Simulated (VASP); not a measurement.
The system is PbS.

```
CELL_PARAMETERS angstrom
0.00000 3.30098 3.30098
3.30098 0.00000 3.30098
3.30098 3.30098 0.00000
ATOMIC_POSITIONS crystal
Pb 0.00000 0.00000 0.00000
S 0.25000 0.25000 0.25000
```

Program: VASP 6.6.1. Alike in all runs: task single point; no spin polarisation; cell as given; cutoff (eV) 520; smearing gaussian 0.01 eV.

Problem. Order these runs on this cell by their band gap on the k mesh, lowest first.
A. level PBE; potentials or basis VASP PAW PBE potentials, release 64 (Pb_d, S); k mesh 6 × 6 × 6
B. level HSE06; potentials or basis VASP PAW PBE potentials, release 64 (Pb_d, S); k mesh 4 × 4 × 4; grid for exact exchange (PRECFOCK) Normal; screening parameter 0.2079 1/Å
C. level LDA; potentials or basis VASP PAW LDA potentials, release 64 (Pb_d, S); k mesh 4 × 4 × 4

Solution. C (0.60 eV), A (0.91 eV), B (1.29 eV).

Caveats: spin-orbit coupling is left out, which moves the levels of the heavy elements.

A k mesh can miss the band edges.
